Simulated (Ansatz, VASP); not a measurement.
**One calculation of LiH, two programs**

```
Li H
1.0
     0.00000    2.04596    2.04596
     2.04596    0.00000    2.04596
     2.04596    2.04596    0.00000
Li H
1 1
Cartesian
  0.0000 0.0000 0.0000
  2.0460 2.0460 2.0460
```

Change from the starting cell: volume scaled by 1.02, crystal datasets.

Alike in both runs: task electric field gradients; functional LDA; k mesh 11 × 11 × 11; occupations fermi-dirac, width 0.03 eV; no spin polarisation.

|  | VASP | Ansatz |
| --- | --- | --- |
| version | VASP 6.6.1 | Ansatz 0.2.0 |
| potentials or method | VASP PAW LDA potentials, release 64 (Li_sv, H), cutoff 520 eV | all-electron PAW with datasets made for the crystal, scalar-relativistic |

VASP gave:

| Item | Value |
| --- | --- |
| gap on the k mesh at the Fermi level (eV) | 2.85 |

Question: What did Ansatz give for the same quantities?

Answer: gap on the k mesh at the Fermi level (eV): 2.86.

LDA's correlation is that of Perdew and Zunger in VASP and of Perdew and Wang (1992) in Ansatz. Ansatz ran all-electron here, and VASP with PAW potentials.

Noted on VASP's run: the cutoff is short for stress, so the pressure is rough.
